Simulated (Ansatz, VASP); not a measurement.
**One calculation of C, two programs**

The input INCAR:

```
SYSTEM = C
  PREC = Accurate
  ENCUT = 600
  EDIFF = 1E-6
  ISMEAR = -1
  SIGMA = 0.03
  LREAL = .FALSE.
  LASPH = .TRUE.
  NELM = 120
  ALGO = Normal
  ISIF = 2
  LWAVE = .FALSE.
  LCHARG = .FALSE.
  GGA = PE
  NBANDS = 11
  GGA_COMPAT = .FALSE.
```

KPOINTS

```
regular mesh
0
G
  17 17 9
  0 0 0
```

POSCAR

```
C
1.0
    2.1512928631      0.0000000000      0.0000000000
   -1.0756464315      1.8630742704      0.0000000000
    0.0000000000      0.0000000000      3.5765487209
C
2
Direct
    0.3333333333      0.6666666667      0.2500000000
    0.6666666667      0.3333333333      0.7500000000
```

Input for Ansatz:

```yaml
crystal:
  lattice:
    - [2.1512928631, 0.0, 0.0]
    - [-1.0756464315, 1.8630742704, 0.0]
    - [0.0, 0.0, 3.5765487209]
  atoms:
    - { symbol: C, position: [0.3333333333, 0.6666666667, 0.25] }
    - { symbol: C, position: [0.6666666667, 0.3333333333, 0.75] }
kpoints:
  mp_grid: { grid: [17, 17, 9] }
scf:
  occupations: { method: fermi_dirac, width: 0.03 }
hamiltonian:
  xc: pbe
  pseudopotentials: { kind: all_electron, lapw: { basis_error: 0.001 } }
output:
  forces: true
  stress: true
  eigenvalues: true
```

Change from the starting cell: volume scaled by 1.03.

Alike in both runs: task single point; functional PBE; k mesh 17 × 17 × 9; occupations fermi-dirac, width 0.03 eV; no spin polarisation.

|  | VASP | Ansatz |
| --- | --- | --- |
| version | VASP 6.6.1 | Ansatz 0.2.0 |
| potentials or method | VASP PAW PBE potentials, release 64 (C), cutoff 600 eV | all-electron LAPW, scalar-relativistic |

Ansatz gave:

- pressure (GPa): -4.2
- traceless stress, the component that is largest in VASP (GPa): -0.33

Question: Estimate VASP's values.

Answer: Pressure (GPa): -4.3; traceless stress, the component that is largest in VASP (GPa): -0.34.

Ansatz ran all-electron here, and VASP with PAW potentials.
